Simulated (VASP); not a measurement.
# SiF (R-3m) in VASP: settings compared

SiF is run at these levels: PBEsol-based global hybrid with 25 % exact exchange, B3LYP; tasks: single point.

Everything below comes from runs of VASP 6.6.1. Logs are shortened: lines on timing, memory, paths and dates and some standing lists are left out, and cuts for length are marked.

## Step 1: The cell of the first run

Symmetry: R-3m, No. 166, trigonal system. Conventional cell: a = 2.677 Å, b = 2.677 Å, c = 11.695 Å, α = 90.00°, β = 90.00°, γ = 120.00°. Within 3.3 Å of Si (site symmetry -3m) lie 6 F at 2.49 Å and 6 Si at 2.68 Å. Within 3.3 Å of F (site symmetry -3m) lie 6 Si at 2.49 Å and 6 F at 2.68 Å.

## Step 2: Single point, PBEsol-based global hybrid with 25 % exact exchange

Contents of POSCAR:

```
SiF
1.0
    1.3386000000      0.7728400000      3.8983100000
   -1.3386000000      0.7728400000      3.8983100000
    0.0000000000     -1.5456800000      3.8983100000
Si F
1 1
Direct
    0.5000000000      0.5000000000      0.5000000000
    0.0000000000      0.0000000000      0.0000000000
```

Contents of INCAR.step1:

```
SYSTEM = SiF
PREC = Accurate
ENCUT = 520
EDIFF = 1E-5
ISMEAR = -1
SIGMA = 0.05
LREAL = .FALSE.
LASPH = .TRUE.
NELM = 60
ALGO = Normal
ISIF = 2
LWAVE = .TRUE.
GGA = PE
NBANDS = 12
```

Contents of INCAR.step2:

```
SYSTEM = SiF
PREC = Accurate
ENCUT = 520
EDIFF = 1E-6
ISMEAR = -1
SIGMA = 0.05
LREAL = .FALSE.
LASPH = .TRUE.
NELM = 60
ALGO = Normal
ISIF = 2
LWAVE = .FALSE.
LCHARG = .TRUE.
GGA = PS
LHFCALC = .TRUE.
AEXX = 0.25
PRECFOCK = Normal
LELF = .TRUE.
LVHAR = .TRUE.
ISTART = 1
NBANDS = 12
```

Contents of KPOINTS:

```
Automatic mesh
0
G
  6 6 6
  0 0 0
```

Potentials or basis: VASP PAW PBE potentials, release 64 (Si, F).

Launch:

```
$ cat potpaw_PBE.64/Si/POTCAR potpaw_PBE.64/F/POTCAR > POTCAR
$ cp INCAR.step1 INCAR
$ mpirun -np 1 vasp_std > vasp.out
$ cp INCAR.step2 INCAR
$ mpirun -np 1 vasp_std > vasp.out
```

OUTCAR:

```text
SYSTEM = SiF
   PREC = Accurate
   ENCUT = 520
   EDIFF = 1E-6
   ISMEAR = -1
   LREAL = .FALSE.
   LASPH = .TRUE.
   NELM = 60
   ISIF = 2
   GGA = PS
   LHFCALC = .TRUE.
   AEXX = 0.25
   PRECFOCK = Normal
   ISTART = 1

 ion  position               nearest neighbor table
   1  0.500  0.500  0.500-   2 2.49   2 2.49   2 2.49   2 2.49   2 2.49   2 2.49
   2  0.000  0.000  0.000-   1 2.49   1 2.49   1 2.49   1 2.49   1 2.49   1 2.49

  LATTYP: Found a trigonal (rhomboedric) cell.
 ALAT       =     4.1935608356
 COS(alpha) =     0.7962180369

  Lattice vectors:

 A1 = (   1.3386000000,   0.7728400000,   3.8983100000)
 A2 = (  -1.3386000000,   0.7728400000,   3.8983100000)
 A3 = (   0.0000000000,  -1.5456800000,   3.8983100000)

Analysis of symmetry for initial positions (statically):
=====================================================================
 Subroutine PRICEL returns:
 Original cell was already a primitive cell.

 Routine SETGRP: Setting up the symmetry group for a
 trigonal (rhombohedral) supercell.

 Subroutine GETGRP returns: Found 12 space group operations
 (whereof 12 operations were pure point group operations)
 out of a pool of 12 trial point group operations.

The static configuration has the point symmetry D_3d.

Analysis of symmetry for dynamics (positions and initial velocities):
=====================================================================
 Subroutine PRICEL returns:
 Original cell was already a primitive cell.

 Routine SETGRP: Setting up the symmetry group for a
 trigonal (rhombohedral) supercell.

 Subroutine GETGRP returns: Found 12 space group operations
 (whereof 12 operations were pure point group operations)
 out of a pool of 12 trial point group operations.

The dynamic configuration has the point symmetry D_3d.

 Subroutine INISYM returns: Found 12 space group operations
 (whereof 12 operations are pure point group operations),
 and found     1 'primitive' translations

----------------------------------------------------------------------------------------

                                     Primitive cell

  volume of cell :      24.1974

  direct lattice vectors                    reciprocal lattice vectors
     1.338600000  0.772840000  3.898310000     0.373524578  0.215654814  0.085507139
    -1.338600000  0.772840000  3.898310000    -0.373524578  0.215654814  0.085507139
     0.000000000 -1.545680000  3.898310000     0.000000000 -0.431309629  0.085507139

  length of vectors
     4.193560836  4.193560836  4.193560244     0.439703400  0.439703400  0.439703839

  position of ions in fractional coordinates (direct lattice)
     0.500000000  0.500000000  0.500000000
     0.000000000  0.000000000  0.000000000

  ion indices of the primitive-cell ions
   primitive index   ion index
                 1           1
                 2           2

----------------------------------------------------------------------------------------

 KPOINTS: Automatic mesh

Automatic generation of k-mesh.
 Grid dimensions read from file:
 generate k-points for:    6    6    6

 Generating k-lattice:

  Cartesian coordinates                     Fractional coordinates (reciprocal lattice)
     0.062254096  0.035942469  0.014251190     0.166666667  0.000000000  0.000000000
    -0.062254096  0.035942469  0.014251190     0.000000000  0.166666667  0.000000000
     0.000000000 -0.071884938  0.014251190     0.000000000  0.000000000  0.166666667

  Length of vectors
     0.073283900  0.073283900  0.073283973

  Shift w.r.t. Gamma in fractional coordinates (k-lattice)
     0.000000000  0.000000000  0.000000000

 Subroutine IBZKPT returns following result:
 ===========================================

 Found     32 irreducible k-points:

 Following reciprocal coordinates:
            Coordinates               Weight
  0.000000  0.000000  0.000000      1.000000
  0.166667  0.000000 -0.000000      6.000000
  0.333333  0.000000 -0.000000      6.000000
  0.500000  0.000000 -0.000000      3.000000
  0.166667  0.166667 -0.000000      6.000000
  0.333333  0.166667 -0.000000     12.000000
[... 16 lines left out ...]
  0.500000  0.500000  0.166667      6.000000
 -0.333333  0.500000  0.166667     12.000000
 [... further k-points ...]
   k-points           NKPTS =     32   k-points in BZ     NKDIM =    216   number of bands    NBANDS=     12
   number of dos      NEDOS =    301   number of ions     NIONS =      2
   total plane-waves  NPLWV =  32768
   dimension x,y,z NGX =    32 NGY =   32 NGZ =   32
   dimension x,y,z NGXF=    64 NGYF=   64 NGZF=   64
   ions per type =               1   1
   NGX,Y,Z   is equivalent  to a cutoff of  12.69, 12.69, 12.69 a.u.
   NGXF,Y,Z  is equivalent  to a cutoff of  25.37, 25.37, 25.37 a.u.
 SYSTEM =  SiF
   PREC   = accura    normal or accurate (medium, high low for compatibility)
   ISTART =      1    job   : 0-new  1-cont  2-samecut
   ICHARG =      0    charge: 1-file 2-atom 10-const
   ISPIN  =      1    spin polarized calculation?
   LNONCOLLINEAR =      F non collinear calculations
   LSORBIT =      F    spin-orbit coupling
   LASPH  =      T    aspherical Exc in radial PAW
   ENCUT  =  520.0 eV  38.22 Ry    6.18 a.u.   7.80  7.80  7.80*2*pi/ulx,y,z
   NELM   =     60;   NELMIN=  2; NELMDL=  0     # of ELM steps
   EDIFF  = 0.1E-05   stopping-criterion for ELM
   LREAL  =      F    real-space projection
   EDIFFG = 0.1E-04   stopping-criterion for IOM
   NSW    =      0    number of steps for IOM
   IBRION =     -1    ionic relax: 0-MD 1-quasi-New 2-CG
   NFREE  =      0    steps in history (QN), initial steepest desc. (CG)
   ISIF   =      2    stress and relaxation
   ISYM   =      3    0-nonsym 1-usesym 2-fastsym
   POTIM  = 0.5000    time-step for ionic-motion
   TEBEG  =    0.0;   TEEND  =   0.0 temperature during run
   PSTRESS=    0.0 pullay stress
   NELECT =      11.0000    total number of electrons
   NUPDOWN=      -1.0000    fix difference up-down
   EMIN   =  10.00;   EMAX   =-10.00  energy-range for DOS
   EFERMI =   0.00;   METHOD = LEGACY
   ISMEAR =    -1;   SIGMA  =   0.05  broadening in eV -4-tet -1-fermi 0-gaus
   EFERMI_NEDOS =   21; number of points for ismear=-14 and -15
   IALGO  =     38    algorithm
   IMIX   =      1    mixing-type and parameters
     AMIX     =   0.40;   BMIX     =  1.00
     AMIX_MAG =   1.60;   BMIX_MAG =  1.00
  volume/ion in A,a.u.               =      12.10        81.65
  Fermi-wavevector in a.u.,A,eV,Ry     =   1.258780  2.378749 21.558788  1.584526
  Thomas-Fermi vector in A             =   2.392372
   LORBIT       =      0    0 simple, 1 ext, 2 COOP (PROOUT), +10 PAW based schemes
   GGA     = PS    functional components
   LHFCALC =     T    Hartree Fock is set to
   PRECFOCK=normal    Normal, Fast or Accurate (Low or Medium for compatibility)
   ENCUT4O =  -1.0   cutoff for four orbital integrals eV
   NKREDX  =     1    reduce k-point grid by
   NKREDY  =     1    reduce k-point grid by
   NKREDZ  =     1    reduce k-point grid by
   AEXX    =    0.2500 exact exchange contribution
   HFSCREEN=    0.0000 screening length (either q_TF or 0.3 A-1)
   HFSCREENC=   0.0000 screening length for correlation (either q_TF or 0.3 A-1)
   ENCUTFOCK=  -1.0 apply spherical cutoff to Coloumb kernel
   IVDW    =     0    specifies the selected vdW correction
   LEPSILON=     F    determine dielectric tensor
   LRPA    =     F    only Hartree local field effects (RPA)
 non-spin polarized calculation
  energy-cutoff  :      520.00
  volume of cell :       24.20
 maximum number of plane-waves:       664
  NGX = 24; NGY = 24; NGZ = 24

 number of electron      10.9999997 magnetization

 Free energy of the ion-electron system (eV)
  ---------------------------------------------------
  ext. energy  EPLUGINS =         0.00000000
  ---------------------------------------------------
  free energy    TOTEN  =       -12.18347196 eV

  energy without entropy =      -12.18335437  energy(sigma->0) =      -12.18341317

 E-fermi :   5.4439     XC(G=0):  -8.6352

 val. band max:        5.0992685141   @ k =   0.5000   0.1667  -0.0000
 cond. band min:       5.7381181301   @ k =  -0.1667   0.5000   0.1667
 fundamental gap:      0.6388496160
 Fermi energy:         5.4439097890

 k-point     1 :       0.0000    0.0000    0.0000
  band No.  band energies     occupation
      1     -20.8057      2.00000
      2      -6.2213      2.00000
      3      -2.6238      2.00000
      4       1.3653      2.00000
      5       1.3653      2.00000
      6      10.8902      0.00000
      7      15.2844      0.00000
      8      19.0827      0.00000
      9      19.0827      0.00000
     10      20.8264      0.00000
     11      20.8265      0.00000
     12      26.2481      0.00000

 k-point     2 :       0.1667    0.0000   -0.0000
  band No.  band energies     occupation
      1     -20.6071      2.00000
      2      -5.6765      2.00000
      3      -2.1055      2.00000
      4       0.6491      2.00000
      5       1.2005      2.00000
      6      10.6017      0.00000
      7      13.7636      0.00000
      8      16.4924      0.00000
      9      16.6858      0.00000
     10      20.3979      0.00000
     11      22.6826      0.00000
     12      24.5544      0.00000

 k-point     3 :       0.3333    0.0000   -0.0000
  band No.  band energies     occupation
      1     -20.1876      2.00000
      2      -4.2419      2.00000
      3      -1.3199      2.00000
      4       0.0265      2.00000
      5       0.8857      2.00000
      6       7.4942      0.00000
      7      10.6875      0.00000
      8      14.4525      0.00000
      9      16.8341      0.00000
     10      18.8743      0.00000
     11      21.1737      0.00000
     12      25.2712      0.00000
[... 286 lines left out ...]
 k-point    23 :       0.5000    0.5000    0.1667
  band No.  band energies     occupation
      1     -20.1536      2.00000
      2      -4.9684      2.00000
      3      -1.6152      2.00000
      4       0.8299      2.00000
      5       1.6190      2.00000
      6       7.4129      0.00000
      7      10.4577      0.00000
      8      14.9355      0.00000
      9      16.2113      0.00000
     10      18.1682      0.00000
     11      24.2870      0.00000
     12      24.5229      0.00000

 k-point    24 :      -0.3333    0.5000    0.1667
  band No.  band energies     occupation
      1     -19.9520      2.00000
      2      -3.1174      2.00000
      3      -1.9748      2.00000
      4      -0.1006      2.00000
      5       1.9050      2.00000
      6       5.0116      1.99965
      7       9.6757      0.00000
      8      11.9898      0.00000
      9      16.3469      0.00000
     10      20.5843      0.00000
     11      20.9421      0.00000
     12      25.3811      0.00000

 [... further k-points ...]
[... 5 lines left out ...]
  --------------------------------------------------------------------------------------
  -------------------------------------------------------------------------------------
  Total       -0.8215199     -0.8215176     -1.0783930     -0.0000000      0.0000000     -0.0000000
  in kB      -54.3952056    -54.3950549    -71.4035155     -0.0000000      0.0000000     -0.0000000
  external PRESSURE =     -60.0645920 kB  Pullay stress =       0.0000000 kB

 VOLUME and BASIS-vectors are now :
 -----------------------------------------------------------------------------
  energy-cutoff  :      520.00
  volume of cell :       24.20
      direct lattice vectors                 reciprocal lattice vectors
     1.338600000  0.772840000  3.898310000     0.373524578  0.215654814  0.085507139
    -1.338600000  0.772840000  3.898310000    -0.373524578  0.215654814  0.085507139
     0.000000000 -1.545680000  3.898310000     0.000000000 -0.431309629  0.085507139

 POSITION                                       TOTAL-FORCE (eV/Angst)
 -----------------------------------------------------------------------------------
      0.00000      0.00000      5.84746         0.000000     -0.000000     -0.000000
      0.00000      0.00000      0.00000        -0.000000      0.000000      0.000000
 -----------------------------------------------------------------------------------
    total drift:                               -0.000000     -0.000000      0.000000

  FREE ENERGIE OF THE ION-ELECTRON SYSTEM (eV)
  ---------------------------------------------------
  free  energy   TOTEN  =       -12.1834719643 eV

  energy  without entropy=      -12.1833543707  energy(sigma->0) =      -12.18341317
```

It took 60 min on 1 thread of AMD EPYC 7R13, shared host; peak memory 0.15 GiB.

Results:

```yaml
Free_energy: -12.1835 eV
Pressure: -6.0 GPa
Band_gap_on_the_k_mesh: zero (an odd number of electrons rules out a gap without spin polarisation)
```

Caveat: the k points lie up to 0.46 Å⁻¹ apart, too coarse for converged energies and pressures of a metal; the PAW data sets were made with another functional, which shifts forces and pressure a little; an odd number of electrons without spin polarisation forces a metal; a magnetic or distorted state may lie lower.

(Part 1 of 2 ends here.)

The gap in the log of VASP goes by the Fermi energy; the results here count the filled bands.